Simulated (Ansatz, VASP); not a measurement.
**CdSe: VASP beside Ansatz**

```
Cd Se
1.0
     4.30214    0.00000    0.00000
    -2.15107    3.72576    0.00000
     0.00000    0.00000    7.02146
Cd Se
2 2
Direct
  0.33333 0.66667 0.95353
  0.66667 0.33333 0.45353
  0.33333 0.66667 0.42247
  0.66667 0.33333 0.92247
```

Change from the starting cell: polar distortion scaled by 0.25.

Alike in both runs: task single point; functional LDA; k mesh 9 × 9 × 6; no spin polarisation.

```csv
,VASP,Ansatz
version,VASP 6.6.1,Ansatz 0.2.0
potentials or method,"VASP PAW LDA potentials, release 64 (Cd, Se), cutoff 520 eV","scalar-relativistic, plane waves, PAW"
occupations,"gaussian, width 0.01 eV",fixed
valence electrons in the cell,36,72
```

VASP gave:

```
gap on the k mesh at the Fermi level (eV)                     : 0.74
least direct gap on the mesh (eV)                             : 0.74
pressure (GPa)                                                : 1.8
traceless stress, the component that is largest in VASP (GPa) : -5.32
rms of the force components (eV/Å)                            : 0.267
```

Which values does Ansatz return?

gap on the k mesh at the Fermi level (eV): 0.71; least direct gap on the mesh (eV): 0.71; pressure (GPa): 1.2; traceless stress, the component that is largest in VASP (GPa): -4.87; rms of the force components (eV/Å): 0.258.

Ansatz warns that its potentials were made for another functional, while VASP's fit it. LDA's correlation is that of Perdew and Zunger in VASP and of Perdew and Wang (1992) in Ansatz. Atom by atom the forces differ by 0.010 eV/Å (rms over components). VASP's potentials hold 36 valence electrons a cell and Ansatz's 72, so a difference there can come from the potentials and not from the codes.
